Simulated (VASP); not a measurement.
# LiF (Griceite) in VASP: settings compared

LiF (Griceite) is run at these levels: PBE, r2SCAN; tasks: single point.

All numbers are computed with VASP 6.6.1; they aren't measurements. Logs are shortened: lines on timing, memory, paths and dates and some standing lists are left out, and cuts for length are marked.

### 1 The cell of the first run

The structure is cubic, space group Fm-3m (No. 225). The conventional cell has a = 3.839 Å, b = 3.839 Å, c = 3.839 Å, α = 90.00°, β = 90.00°, γ = 90.00°. Within 2.5 Å of Li (site symmetry m-3m) lie 6 F at 1.92 Å. F (site symmetry m-3m) has 6 Li at 1.92 Å within 2.5 Å.

### 2 Single point, PBE (strain -3.8%)

INCAR reads:

```
SYSTEM = LiF
PREC     = Accurate       ! precision mode
ENCUT    = 520            ! plane-wave cutoff, eV
EDIFF    = 1E-7           ! SCF threshold, eV
ISMEAR   = -1             ! smearing method
SIGMA    = 0.02           ! smearing width, eV
LREAL    = .FALSE.        ! projectors in reciprocal space
LASPH    = .TRUE.         ! aspherical terms in the spheres
NELM     = 100            ! most SCF steps
ALGO     = Normal         ! electronic algorithm
ISIF     = 2              ! what is computed and relaxed
LWAVE    = .FALSE.        ! write WAVECAR
LCHARG   = .FALSE.        ! write CHGCAR
GGA      = PE             ! functional
NBANDS   = 12             ! bands
```

KPOINTS reads:

```
regular mesh
0
G
  10 10 10
  0 0 0
```

POSCAR reads:

```
LiF
1.0
    0.0000000000      1.9196626132      1.9196626132
    1.9196626132      0.0000000000      1.9196626132
    1.9196626132      1.9196626132      0.0000000000
Li F
1 1
Direct
    0.0000000000      0.0000000000      0.0000000000
    0.5000000000      0.5000000000      0.5000000000
```

Potentials or basis: VASP PAW PBE potentials, release 64 (Li_sv, F).

Launch:

```bash
cat potpaw_PBE.64/Li_sv/POTCAR potpaw_PBE.64/F/POTCAR > POTCAR
mpirun -np 1 vasp_std > vasp.out
```

OUTCAR:

```text
SYSTEM = LiF
   PREC = Accurate
   ENCUT = 520
   EDIFF = 1E-7
   ISMEAR = -1
   LREAL = .FALSE.
   LASPH = .TRUE.
   NELM = 100
   ISIF = 2
   GGA = PE

 ion  position               nearest neighbor table
   1  0.000  0.000  0.000-   2 1.92   2 1.92   2 1.92   2 1.92   2 1.92   2 1.92
   2  0.500  0.500  0.500-   1 1.92   1 1.92   1 1.92   1 1.92   1 1.92   1 1.92

  LATTYP: Found a face centered cubic cell.
 ALAT       =     3.8393252264

  Lattice vectors:

 A1 = (   0.0000000000,   1.9196626132,   1.9196626132)
 A2 = (   1.9196626132,   0.0000000000,   1.9196626132)
 A3 = (   1.9196626132,   1.9196626132,   0.0000000000)

Analysis of symmetry for initial positions (statically):
=====================================================================
 Subroutine PRICEL returns:
 Original cell was already a primitive cell.

 Routine SETGRP: Setting up the symmetry group for a
 face centered cubic supercell.

 Subroutine GETGRP returns: Found 48 space group operations
 (whereof 48 operations were pure point group operations)
 out of a pool of 48 trial point group operations.

The static configuration has the point symmetry O_h .

Analysis of symmetry for dynamics (positions and initial velocities):
=====================================================================
 Subroutine PRICEL returns:
 Original cell was already a primitive cell.

 Routine SETGRP: Setting up the symmetry group for a
 face centered cubic supercell.

 Subroutine GETGRP returns: Found 48 space group operations
 (whereof 48 operations were pure point group operations)
 out of a pool of 48 trial point group operations.

The dynamic configuration has the point symmetry O_h .

 Subroutine INISYM returns: Found 48 space group operations
 (whereof 48 operations are pure point group operations),
 and found     1 'primitive' translations

----------------------------------------------------------------------------------------

                                     Primitive cell

  volume of cell :      14.1483

  direct lattice vectors                    reciprocal lattice vectors
     0.000000000  1.919662613  1.919662613    -0.260462436  0.260462436  0.260462436
     1.919662613  0.000000000  1.919662613     0.260462436 -0.260462436  0.260462436
     1.919662613  1.919662613  0.000000000     0.260462436  0.260462436 -0.260462436

  length of vectors
     2.714812903  2.714812903  2.714812903     0.451134172  0.451134172  0.451134172

  position of ions in fractional coordinates (direct lattice)
     0.000000000  0.000000000  0.000000000
     0.500000000  0.500000000  0.500000000

  ion indices of the primitive-cell ions
   primitive index   ion index
                 1           1
                 2           2

----------------------------------------------------------------------------------------

 KPOINTS: regular mesh

Automatic generation of k-mesh.
 Grid dimensions read from file:
 generate k-points for:   10   10   10

 Generating k-lattice:

  Cartesian coordinates                     Fractional coordinates (reciprocal lattice)
    -0.026046244  0.026046244  0.026046244     0.100000000  0.000000000  0.000000000
     0.026046244 -0.026046244  0.026046244     0.000000000  0.100000000  0.000000000
     0.026046244  0.026046244 -0.026046244     0.000000000  0.000000000  0.100000000

  Length of vectors
     0.045113417  0.045113417  0.045113417

  Shift w.r.t. Gamma in fractional coordinates (k-lattice)
     0.000000000  0.000000000  0.000000000

 Subroutine IBZKPT returns following result:
 ===========================================

 Found     47 irreducible k-points:

 Following reciprocal coordinates:
            Coordinates               Weight
  0.000000  0.000000  0.000000      1.000000
  0.100000  0.000000  0.000000      8.000000
  0.200000  0.000000  0.000000      8.000000
  0.300000  0.000000  0.000000      8.000000
  0.400000  0.000000  0.000000      8.000000
  0.500000  0.000000  0.000000      4.000000
[... 16 lines left out ...]
  0.300000  0.300000  0.000000      6.000000
  0.400000  0.300000  0.000000     24.000000
 [... further k-points ...]
   k-points           NKPTS =     47   k-points in BZ     NKDIM =     47   number of bands    NBANDS=     12
   number of dos      NEDOS =    301   number of ions     NIONS =      2
   total plane-waves  NPLWV =   8000
   dimension x,y,z NGX =    20 NGY =   20 NGZ =   20
   dimension x,y,z NGXF=    40 NGYF=   40 NGZF=   40
   ions per type =               1   1
   NGX,Y,Z   is equivalent  to a cutoff of  12.25, 12.25, 12.25 a.u.
   NGXF,Y,Z  is equivalent  to a cutoff of  24.49, 24.49, 24.49 a.u.
 SYSTEM =  LiF
   PREC   = accura    normal or accurate (medium, high low for compatibility)
   ISTART =      0    job   : 0-new  1-cont  2-samecut
   ICHARG =      2    charge: 1-file 2-atom 10-const
   ISPIN  =      1    spin polarized calculation?
   LNONCOLLINEAR =      F non collinear calculations
   LSORBIT =      F    spin-orbit coupling
   LASPH  =      T    aspherical Exc in radial PAW
   ENCUT  =  520.0 eV  38.22 Ry    6.18 a.u.   5.05  5.05  5.05*2*pi/ulx,y,z
   NELM   =    100;   NELMIN=  2; NELMDL= -5     # of ELM steps
   EDIFF  = 0.1E-06   stopping-criterion for ELM
   LREAL  =      F    real-space projection
   EDIFFG = 0.1E-05   stopping-criterion for IOM
   NSW    =      0    number of steps for IOM
   IBRION =     -1    ionic relax: 0-MD 1-quasi-New 2-CG
   NFREE  =      0    steps in history (QN), initial steepest desc. (CG)
   ISIF   =      2    stress and relaxation
   ISYM   =      2    0-nonsym 1-usesym 2-fastsym
   POTIM  = 0.5000    time-step for ionic-motion
   TEBEG  =    0.0;   TEEND  =   0.0 temperature during run
   PSTRESS=    0.0 pullay stress
   NELECT =      10.0000    total number of electrons
   NUPDOWN=      -1.0000    fix difference up-down
   EMIN   =  10.00;   EMAX   =-10.00  energy-range for DOS
   EFERMI =   0.00;   METHOD = LEGACY
   ISMEAR =    -1;   SIGMA  =   0.02  broadening in eV -4-tet -1-fermi 0-gaus
   EFERMI_NEDOS =   21; number of points for ismear=-14 and -15
   IALGO  =     38    algorithm
   IMIX   =      4    mixing-type and parameters
     AMIX     =   0.40;   BMIX     =  1.00
     AMIX_MAG =   1.60;   BMIX_MAG =  1.00
  volume/ion in A,a.u.               =       7.07        47.74
  Fermi-wavevector in a.u.,A,eV,Ry     =   1.458277  2.755743 28.933753  2.126571
  Thomas-Fermi vector in A             =   2.574980
   LORBIT       =      0    0 simple, 1 ext, 2 COOP (PROOUT), +10 PAW based schemes
   GGA     = PE    functional components
   LHFCALC =     F    Hartree Fock is set to
   AEXX    =    0.0000 exact exchange contribution
   IVDW    =     0    specifies the selected vdW correction
   LEPSILON=     F    determine dielectric tensor
   LRPA    =     F    only Hartree local field effects (RPA)
 non-spin polarized calculation
  energy-cutoff  :      520.00
  volume of cell :       14.15
 maximum number of plane-waves:       392
   NGX =  9   NGY =  9   NGZ =  9

 number of electron      10.0000000 magnetization

 number of electron       9.9999981 magnetization

 Free energy of the ion-electron system (eV)
  ---------------------------------------------------
  ext. energy  EPLUGINS =         0.00000000
  ---------------------------------------------------
  free energy    TOTEN  =        -9.51834477 eV

  energy without entropy =       -9.51834477  energy(sigma->0) =       -9.51834477

 E-fermi :   0.4666     XC(G=0): -10.7038

 val. band max:       -0.0584941516   @ k =   0.0000   0.0000   0.0000
 cond. band min:      10.4365598567   @ k =   0.0000   0.0000   0.0000
 fundamental gap:     10.4950540083
 Fermi energy:         0.4665529217

 k-point     1 :       0.0000    0.0000    0.0000
  band No.  band energies     occupation
      1     -40.7215      2.00000
      2     -20.4608      2.00000
      3      -0.0585      2.00000
      4      -0.0585      2.00000
      5      -0.0585      2.00000
      6      10.4366      0.00000
      7      25.7093      0.00000
      8      25.7093      0.00000
      9      25.7093      0.00000
     10      25.8666      0.00000
     11      25.8667      0.00000
     12      25.8667      0.00000

 k-point     2 :       0.1000    0.0000    0.0000
  band No.  band energies     occupation
      1     -40.7115      2.00000
      2     -20.4152      2.00000
      3      -0.3916      2.00000
      4      -0.0871      2.00000
      5      -0.0871      2.00000
      6      10.7157      0.00000
      7      22.6196      0.00000
      8      24.2916      0.00000
      9      24.2916      0.00000
     10      26.9797      0.00000
     11      26.9797      0.00000
     12      27.2555      0.00000

 k-point     3 :       0.2000    0.0000    0.0000
  band No.  band energies     occupation
      1     -40.6846      2.00000
      2     -20.2871      2.00000
      3      -1.1982      2.00000
      4      -0.1604      2.00000
      5      -0.1603      2.00000
      6      11.2974      0.00000
      7      20.0475      0.00000
      8      22.6217      0.00000
      9      22.6217      0.00000
     10      28.3851      0.00000
     11      28.4230      0.00000
     12      28.4230      0.00000
[... 286 lines left out ...]
 k-point    23 :       0.3000    0.3000    0.0000
  band No.  band energies     occupation
      1     -40.6318      2.00000
      2     -19.9232      2.00000
      3      -2.3287      2.00000
      4      -0.8798      2.00000
      5      -0.8798      2.00000
      6      13.6568      0.00000
      7      18.6856      0.00000
      8      20.5325      0.00000
      9      22.0119      0.00000
     10      22.0120      0.00000
     11      36.9910      0.00000
     12      38.0139      0.00000

 k-point    24 :       0.4000    0.3000    0.0000
  band No.  band energies     occupation
      1     -40.6121      2.00000
      2     -19.7741      2.00000
      3      -2.8546      2.00000
      4      -1.1372      2.00000
      5      -1.0004      2.00000
      6      14.4468      0.00000
      7      17.6200      0.00000
      8      20.0826      0.00000
      9      21.7551      0.00000
     10      22.8495      0.00000
     11      37.3105      0.00000
     12      37.4976      0.00000

 [... further k-points ...]

------------------------ aborting loop because EDIFF is reached ----------------------------------------

  FORCE on cell =-STRESS in cart. coord.  units (eV):
  Direction    XX          YY          ZZ          XY          YZ          ZX
  --------------------------------------------------------------------------------------
  -------------------------------------------------------------------------------------
  Total        1.4445770      1.4445770      1.4445770      0.0000000      0.0000000     -0.0000000
  in kB      163.5861591    163.5861591    163.5861591      0.0000000      0.0000000     -0.0000000
  external PRESSURE =     163.5861591 kB  Pullay stress =       0.0000000 kB

 VOLUME and BASIS-vectors are now :
 -----------------------------------------------------------------------------
  energy-cutoff  :      520.00
  volume of cell :       14.15
      direct lattice vectors                 reciprocal lattice vectors
     0.000000000  1.919662613  1.919662613    -0.260462436  0.260462436  0.260462436
     1.919662613  0.000000000  1.919662613     0.260462436 -0.260462436  0.260462436
     1.919662613  1.919662613  0.000000000     0.260462436  0.260462436 -0.260462436

 POSITION                                       TOTAL-FORCE (eV/Angst)
 -----------------------------------------------------------------------------------
      0.00000      0.00000      0.00000         0.000000      0.000000      0.000000
      1.91966      1.91966      1.91966        -0.000000     -0.000000     -0.000000
 -----------------------------------------------------------------------------------
    total drift:                                0.000000      0.000000      0.000000

  FREE ENERGIE OF THE ION-ELECTRON SYSTEM (eV)
  ---------------------------------------------------
  free  energy   TOTEN  =        -9.5183447722 eV

  energy  without entropy=       -9.5183447722  energy(sigma->0) =       -9.51834477
```

It took 8.4 s on 1 thread of Intel Xeon Platinum 8488C (Sapphire Rapids), shared host; peak memory 0.12 GiB.

What came out:

```yaml
Free_energy: -9.5183 eV
Band_gap_on_the_k_mesh: 10.50 eV, direct
```

Levels at points of the mesh, in eV from the valence-band top:
```csv
k point,band 3,band 4,band 5,band 6,band 7,band 8
"(0.00, 0.00, 0.00)",0.00,0.00,0.00,10.50,25.77,25.77
"(0.50, 0.00, 0.00)",-2.98,-0.28,-0.28,11.56,18.53,20.06
"(0.50, 0.50, 0.00)",-3.68,-1.23,-1.23,16.24,17.14,19.29
```

Caveat: the cell differs from its parent crystal (strain -3.8%); the cutoff is under 1.25 times the usual one of these potentials, so pressure, stress and relaxed cells hold a basis-set (Pulay) error. A k mesh can miss the band edges.

(Part 1 of 3 ends here.)
